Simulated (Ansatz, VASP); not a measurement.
**CdHg3Se4 in VASP and in Ansatz**

The input INCAR:

```
SYSTEM = CdHg3Se4
PREC = Accurate
ENCUT = 520
EDIFF = 1E-7
ISMEAR = 0
SIGMA = 0.1
LREAL = .False.
LASPH = .True.
NELM = 60
ALGO = Normal
ISIF = 2
LWAVE = .False.
LCHARG = .False.
GGA = PE
NBANDS = 46
```

The input KPOINTS:

```
Automatic mesh
0
Gamma
  4 4 4
  0 0 0
```

File POSCAR:

```
CdHg3Se4
1.0
   -3.0098404600      3.0098404600      6.0196809300
    3.0098404600     -3.0098404600      6.0196809300
    3.0098404600      3.0098404600     -6.0196809300
Cd Hg Se
1 3 4
Direct
    0.5000000000      0.5000000000      0.0000000000
    0.0000000000      0.0000000000      0.0000000000
    0.7500000000      0.2500000000      0.5000000000
    0.2500000000      0.7500000000      0.5000000000
    0.3750000000      0.3750000000      0.5000000000
    0.1250000000      0.6250000000      0.0000000000
    0.8750000000      0.8750000000      0.5000000000
    0.6250000000      0.1250000000      0.0000000000
```

Input for Ansatz:

```yaml
crystal:
  lattice:
    - [-3.00984046, 3.00984046, 6.01968093]
    - [3.00984046, -3.00984046, 6.01968093]
    - [3.00984046, 3.00984046, -6.01968093]
  atoms:
    - { symbol: Cd, position: [0.5, 0.5, 0.0] }
    - { symbol: Hg, position: [0.0, 0.0, 0.0] }
    - { symbol: Hg, position: [0.75, 0.25, 0.5] }
    - { symbol: Hg, position: [0.25, 0.75, 0.5] }
    - { symbol: Se, position: [0.375, 0.375, 0.5] }
    - { symbol: Se, position: [0.125, 0.625, 0.0] }
    - { symbol: Se, position: [0.875, 0.875, 0.5] }
    - { symbol: Se, position: [0.625, 0.125, 0.0] }
basis:
  ecutwfc: 420
kpoints:
  mp_grid: { grid: [4, 4, 4] }
hamiltonian:
  xc: pbe
scf:
  occupations: { method: gaussian, width: 0.1 }
  lower_state_search: "off"
output:
  forces: true
  stress: true
  eigenvalues: true
```

Alike in both runs: task single point; functional PBE; k mesh 4 × 4 × 4; occupations gaussian, width 0.1 eV; no spin polarisation.

```csv
,VASP,Ansatz
version,VASP 6.6.1,Ansatz 0.2.0
potentials or method,"VASP PAW PBE potentials, release 64 (Cd, Hg, Se), cutoff 520 eV","scalar-relativistic, plane waves, PAW"
valence electrons in the cell,72,144
```

|  | VASP | Ansatz | Ansatz less VASP |
| --- | --- | --- | --- |
| gap on the k mesh at the Fermi level (eV) | none | none | - |
| pressure (GPa) | 6.6 | 6.2 | -0.36 |
| rms of the force components (eV/Å) | 0.068 | 0.067 | -0.0012 |

Atom by atom the forces differ by 0.001 eV/Å (rms over components). A gap of «none» marks a metal or a gap that the smearing closes. With one functional, cell and mesh, what is left measures potentials, basis and numerics. VASP's potentials hold 72 valence electrons a cell and Ansatz's 144, so a difference there can come from the potentials and not from the codes.

The k mesh is coarse, so the values compare programs but aren't converged. Spin-orbit coupling is off throughout.
